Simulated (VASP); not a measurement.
**NaSnCl3: single point with PBE**

Crystal: NaSnCl3.

```
Na Sn Cl
1.0
     5.52801    0.00000    0.00000
     0.00000    5.52801    0.00000
     0.00000    0.00000    5.52801
Na Sn Cl
1 1 3
Direct
  0.00000 0.00000 0.00000
  0.50000 0.50000 0.50000
  0.50000 0.50000 0.00000
  0.50000 0.00000 0.50000
  0.00000 0.50000 0.50000
```

```json
{
 "Program": "VASP 6.6.1",
 "Task": "single point",
 "Functional": "PBE",
 "Potentials or basis": "VASP PAW PBE potentials, release 64 (Na_pv, Sn_d, Cl)",
 "Cutoff": "520 eV",
 "k mesh": "6 × 6 × 6",
 "Occupations": "gaussian, width 0.01 eV",
 "Spin": "no spin polarisation"
}
```

```
Pressure               : 0.4 GPa
Band gap on the k mesh : 0.61 eV (least direct gap 0.78 eV)
```

Levels at points of the mesh, in eV from the valence-band top:
| k point | band 19 | band 20 | band 21 | band 22 | band 23 | band 24 |
| --- | --- | --- | --- | --- | --- | --- |
| (0.00, 0.00, 0.00) | -3.71 | -3.71 | -3.71 | 0.61 | 4.86 | 4.86 |
| (0.50, 0.00, 0.00) | -3.71 | -3.71 | -2.32 | 1.76 | 1.92 | 3.03 |
| (0.50, 0.50, 0.00) | -3.93 | -3.29 | -1.12 | 1.30 | 1.30 | 2.18 |
| (0.50, 0.50, 0.50) | -3.29 | -3.29 | 0.00 | 0.78 | 0.78 | 0.78 |

It took 44 s on 1 thread of Intel(R) Xeon(R) 6975P-C (Granite Rapids) (shared host), peak memory 0.29 GiB.

Caveat: semilocal functionals underestimate gaps, and a narrow one can read as zero; spin-orbit coupling is left out, which moves the levels of the heavy elements. A k mesh can miss the band edges.
